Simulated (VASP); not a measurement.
# Sn in VASP: single point with PBE+D3(BJ)

Aim: the single point of Sn with PBE+D3(BJ).

Everything below comes from runs of VASP 6.6.1. Logs are shortened: lines on timing, memory, paths and dates and some standing lists are left out, and cuts for length are marked.

**1. The cell of the first run**

The typed cell holds 1 atom: a = 3.262 Å, b = 3.262 Å, c = 3.262 Å, α = 110.82°, β = 110.81°, γ = 106.81°.

**2. Single point, PBE+D3(BJ)**

File INCAR:

```
PREC = Accurate
ENCUT = 520
EDIFF = 1E-6
ISMEAR = 0
SIGMA = 0.15
LREAL = F
LASPH = T
NELM = 60
ALGO = Fast
ISIF = 2
LWAVE = F
LCHARG = F
GGA = PE
IVDW = 12
NBANDS = 13
```

File KPOINTS:

```
Automatic mesh
0
Gamma
  26 26 26
```

File POSCAR:

```
Sn
1.0
   -1.8520694284      1.8522881138      1.9449265388
    1.8520694284     -1.8522881138      1.9449265388
    1.8520694284      1.8522881138     -1.9449265388
Sn
1
Direct
    0.0000000000      0.0000000000      0.0000000000
```

Potentials or basis: VASP PAW PBE potentials, release 64 (Sn_d).

Run with:

```bash
> cat potpaw_PBE.64/Sn_d/POTCAR > POTCAR
> mpirun -np 1 vasp_std > vasp.out
```

OUTCAR:

```text
PREC = Accurate
   ENCUT = 520
   EDIFF = 1E-6
   ISMEAR = 0
   LREAL = F
   LASPH = T
   NELM = 60
   ISIF = 2
   GGA = PE
   IVDW = 12
 IVDW          = 12

 ion  position               nearest neighbor table
   1  0.000  0.000  0.000-

  LATTYP: Found a body centered orthorhombic cell.
 ALAT       =     3.7041388568
 B/A-ratio  =     1.0001180762
 C/A-ratio  =     1.0501369490

  Lattice vectors:

 A1 = (  -1.8520694284,   1.8522881138,   1.9449265388)
 A2 = (   1.8520694284,  -1.8522881138,   1.9449265388)
 A3 = (   1.8520694284,   1.8522881138,  -1.9449265388)

Analysis of symmetry for initial positions (statically):
=====================================================================
 Subroutine PRICEL returns:
 Original cell was already a primitive cell.

 Routine SETGRP: Setting up the symmetry group for a
 body centered orthorhombic supercell.

 Subroutine GETGRP returns: Found  8 space group operations
 (whereof  8 operations were pure point group operations)
 out of a pool of  8 trial point group operations.

The static configuration has the point symmetry D_2h.

Analysis of symmetry for dynamics (positions and initial velocities):
=====================================================================
 Subroutine PRICEL returns:
 Original cell was already a primitive cell.

 Routine SETGRP: Setting up the symmetry group for a
 body centered orthorhombic supercell.

 Subroutine GETGRP returns: Found  8 space group operations
 (whereof  8 operations were pure point group operations)
 out of a pool of  8 trial point group operations.

The dynamic configuration has the point symmetry D_2h.

 Subroutine INISYM returns: Found  8 space group operations
 (whereof  8 operations are pure point group operations),
 and found     1 'primitive' translations

----------------------------------------------------------------------------------------

                                     Primitive cell

  volume of cell :      26.6888

  direct lattice vectors                    reciprocal lattice vectors
    -1.852069428  1.852288114  1.944926539     0.000000000  0.269936408  0.257079118
     1.852069428 -1.852288114  1.944926539     0.269968281  0.000000000  0.257079118
     1.852069428  1.852288114 -1.944926539     0.269968281  0.269936408  0.000000000

  length of vectors
     3.262494700  3.262494700  3.262494700     0.372767136  0.372790217  0.381770267

  position of ions in fractional coordinates (direct lattice)
     0.000000000  0.000000000  0.000000000

[... 84 lines left out ...]
   TEBEG  =    0.0;   TEEND  =   0.0 temperature during run
   PSTRESS=    0.0 pullay stress
   NELECT =      14.0000    total number of electrons
   NUPDOWN=      -1.0000    fix difference up-down
   EMIN   =  10.00;   EMAX   =-10.00  energy-range for DOS
   EFERMI =   0.00;   METHOD = LEGACY
   ISMEAR =     0;   SIGMA  =   0.15  broadening in eV -4-tet -1-fermi 0-gaus
   EFERMI_NEDOS =   21; number of points for ismear=-14 and -15
   IALGO  =     68    algorithm
   IMIX   =      4    mixing-type and parameters
     AMIX     =   0.40;   BMIX     =  1.00
     AMIX_MAG =   1.60;   BMIX_MAG =  1.00
  volume/ion in A,a.u.               =      26.69       180.10
  Fermi-wavevector in a.u.,A,eV,Ry     =   1.320306  2.495016 23.717774  1.743207
  Thomas-Fermi vector in A             =   2.450141
   LORBIT       =      0    0 simple, 1 ext, 2 COOP (PROOUT), +10 PAW based schemes
   GGA     = PE    functional components
   LHFCALC =     F    Hartree Fock is set to
   AEXX    =    0.0000 exact exchange contribution
   IVDW    =    12    specifies the selected vdW correction
   LEPSILON=     F    determine dielectric tensor
   LRPA    =     F    only Hartree local field effects (RPA)
 non-spin polarized calculation
 RMM-DIIS sequential band-by-band and
 Gauss-broadening in eV      SIGMA  =   0.15
  energy-cutoff  :      520.00
  volume of cell :       26.69
 maximum number of plane-waves:       740
   NGX = 13   NGY = 13   NGZ = 13

 number of electron      14.0000001 magnetization

 Free energy of the ion-electron system (eV)
  ---------------------------------------------------
  ext. energy  EPLUGINS =         0.00000000
  ---------------------------------------------------
  free energy    TOTEN  =        -3.77413054 eV

  energy without entropy =       -3.76803077  energy(sigma->0) =       -3.77108066

 E-fermi :   8.3131     XC(G=0): -10.4537

 val. band max:        8.3111041224   @ k =  -0.4615  -0.4231   0.4231
 cond. band min:       8.3134096065   @ k =   0.4231  -0.4231   0.3077
 fundamental gap:      0.0023054840
 Fermi energy:         8.3131441451

 k-point     1 :       0.0000    0.0000    0.0000
  band No.  band energies     occupation
      1     -13.2666      2.00000
      2     -13.2665      2.00000
      3     -13.2536      2.00000
      4     -13.1310      2.00000
      5     -13.1071      2.00000
      6      -2.9077      2.00000
      7      16.2787      0.00000
      8      16.5111      0.00000
      9      16.5123      0.00000
     10      20.0668      0.00000
     11      20.7566      0.00000
     12      20.7631      0.00000
     13      20.8799      0.00000
[... 354 lines left out ...]
  band No.  band energies     occupation
      1     -13.2964      2.00000
      2     -13.2375      2.00000
      3     -13.1417      2.00000
      4     -13.1225      2.00000
      5     -13.0723      2.00000
      6      -0.0032      2.00000
      7       6.3741      2.00000
      8      12.4434      0.00000
      9      14.2047      0.00000
     10      17.0421      0.00000
     11      17.6150      0.00000
     12      21.7362      0.00000
     13      23.2775      0.00000

 [... further k-points ...]

------------------------ aborting loop because EDIFF is reached ----------------------------------------

 Edisp (eV)   -0.39189

 E8    (eV) :    -0.1880

  FORCE on cell =-STRESS in cart. coord.  units (eV):
  Direction    XX          YY          ZZ          XY          YZ          ZX
  --------------------------------------------------------------------------------------
  -------------------------------------------------------------------------------------
  Total      -0.11251    -0.11217    -0.02763     0.00000     0.00000     0.00000
  in kB      -6.75391    -6.73358    -1.65871     0.00000     0.00000     0.00000
  external pressure =       -5.05 kB  Pullay stress =        0.00 kB

 VOLUME and BASIS-vectors are now :
 -----------------------------------------------------------------------------
  energy-cutoff  :      520.00
  volume of cell :       26.69
      direct lattice vectors                 reciprocal lattice vectors
    -1.852069428  1.852288114  1.944926539     0.000000000  0.269936408  0.257079118
     1.852069428 -1.852288114  1.944926539     0.269968281  0.000000000  0.257079118
     1.852069428  1.852288114 -1.944926539     0.269968281  0.269936408  0.000000000

 POSITION                                       TOTAL-FORCE (eV/Angst)
 -----------------------------------------------------------------------------------
      0.00000      0.00000      0.00000        -0.000000      0.000000     -0.000000
 -----------------------------------------------------------------------------------
    total drift:                               -0.000000      0.000000      0.000000

  FREE ENERGIE OF THE ION-ELECTRON SYSTEM (eV)
  ---------------------------------------------------
  free  energy   TOTEN  =        -4.1660178444 eV

  energy  without entropy=       -4.1599180749  energy(sigma->0) =       -4.16296796
```

stdout:

```text
POSCAR found type information on POSCAR Sn
 POSCAR found :  1 types and       1 ions
 scaLAPACK will be used
 LDA part: xc-table for (Slater+PW92), standard interpolation
 POSCAR, INCAR and KPOINTS ok, starting setup
 FFT: planning ... GRIDC
 FFT: planning ... GRID_SOFT
 FFT: planning ... GRID
 WAVECAR not read
 entering main loop
WARNING in EDDRMM: call to ZHEGV failed, returncode =   8  4     10
WARNING in EDDRMM: call to ZHEGV failed, returncode =   6  3     12
WARNING in EDDRMM: call to ZHEGV failed, returncode =   6  3      9
WARNING in EDDRMM: call to ZHEGV failed, returncode =   6  3      9
WARNING in EDDRMM: call to ZHEGV failed, returncode =   8  4     11
WARNING in EDDRMM: call to ZHEGV failed, returncode =   8  4     12
WARNING in EDDRMM: call to ZHEGV failed, returncode =   8  4     11
WARNING in EDDRMM: call to ZHEGV failed, returncode =   8  4     10
WARNING in EDDRMM: call to ZHEGV failed, returncode =   8  4     12
WARNING in EDDRMM: call to ZHEGV failed, returncode =   8  4     13
WARNING in EDDRMM: call to ZHEGV failed, returncode =   8  4     12
WARNING in EDDRMM: call to ZHEGV failed, returncode =   6  3     11
WARNING in EDDRMM: call to ZHEGV failed, returncode =   6  3     11
WARNING in EDDRMM: call to ZHEGV failed, returncode =   6  3     10
WARNING in EDDRMM: call to ZHEGV failed, returncode =   8  4     12
WARNING in EDDRMM: call to ZHEGV failed, returncode =   8  4     10
WARNING in EDDRMM: call to ZHEGV failed, returncode =   6  3     12
WARNING in EDDRMM: call to ZHEGV failed, returncode =   6  3     13
WARNING in EDDRMM: call to ZHEGV failed, returncode =   6  3     10
```

Run time: 13 min. Hardware: 1 thread of Oxide Virtual Turin-like, shared host; peak memory 0.78 GiB.

What came out:

| Property | Result |
| --- | --- |
| Free energy | -4.1660 eV |
| Pressure | -0.5 GPa |
| Band gap on the k mesh | zero (band 7 reaches 16.28 eV, above the bottom of band 8 at 5.86 eV) |
| Dispersion energy per atom | -0.392 eV |

Levels at points of the mesh, in eV from the Fermi level:
| k point | band 4 | band 5 | band 6 | band 7 | band 8 | band 9 | band 10 | band 11 |
| --- | --- | --- | --- | --- | --- | --- | --- | --- |
| (0.00, 0.00, 0.00) | -21.44 | -21.42 | -11.22 | 7.97 | 8.20 | 8.20 | 11.75 | 12.44 |
| (0.50, 0.00, 0.00) | -21.43 | -21.35 | -6.53 | -4.56 | 3.89 | 5.79 | 8.33 | 8.60 |
| (0.00, 0.50, 0.00) | -21.43 | -21.35 | -6.53 | -4.56 | 3.89 | 5.79 | 8.32 | 8.59 |
| (0.50, 0.50, 0.00) | -21.42 | -21.34 | -6.21 | -4.42 | 3.29 | 4.95 | 7.59 | 7.80 |
| (0.50, 0.50, 0.50) | -21.36 | -21.36 | -2.43 | -1.09 | -0.18 | -0.18 | 3.69 | 4.06 |

Caveat: spin-orbit coupling is left out, which moves the levels of the heavy elements; pairwise dispersion overbinds metals, which lowers pressure and volume.
